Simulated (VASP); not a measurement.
Set up this calculation in VASP 6.6.1, as the native input.

| Property | Result |
| --- | --- |
| Task | single point |
| Functional | PBE |
| Potentials or basis | VASP PAW PBE potentials, release 64 (Pb_d, S) |
| Cutoff | 520 eV |
| k mesh | 8 × 8 × 8 |
| Occupations | gaussian, width 0.015 eV |
| Spin | no spin polarisation |
| Dipole correction | no |
| Further INCAR settings | ALGO = Normal; EDIFF = 1e-06; NBANDS = 17 |

The structure of PbS (Galena) lies in POSCAR:

```
PbS
1.0
    0.0000000000      2.9657500000      2.9657500000
    2.9657500000      0.0000000000      2.9657500000
    2.9657500000      2.9657500000      0.0000000000
Pb S
1 1
Direct
    0.0000000000      0.0000000000      0.0000000000
    0.5000000000      0.5000000000      0.5000000000
```

One way to write it, as run:

INCAR

```
SYSTEM = PbS
PREC = Accurate
ENCUT = 520
EDIFF = 1E-6
ISMEAR = 0
SIGMA = 0.015
LREAL = .False.
LASPH = .True.
NELM = 100
ALGO = Normal
ISIF = 2
LWAVE = .False.
LCHARG = .False.
GGA = PE
NBANDS = 17
```

KPOINTS

```
regular mesh
0
Gamma
  8 8 8
  0 0 0
```

Potentials or basis: VASP PAW PBE potentials, release 64 (Pb_d, S).

The run is started by

```sh
$ cat potpaw_PBE.64/Pb_d/POTCAR potpaw_PBE.64/S/POTCAR > POTCAR
$ mpirun -np 1 vasp_std > vasp.out
```

Results of the run:

- Pressure: 2.1 GPa
- Band gap on the k mesh: 0.36 eV, direct

Caveat: spin-orbit coupling is left out, which moves the levels of the heavy elements.

It took 14 s on 1 thread of AMD EPYC 9R45 96-Core Processor (Zen 5), on a shared host, peak memory 0.15 GiB.
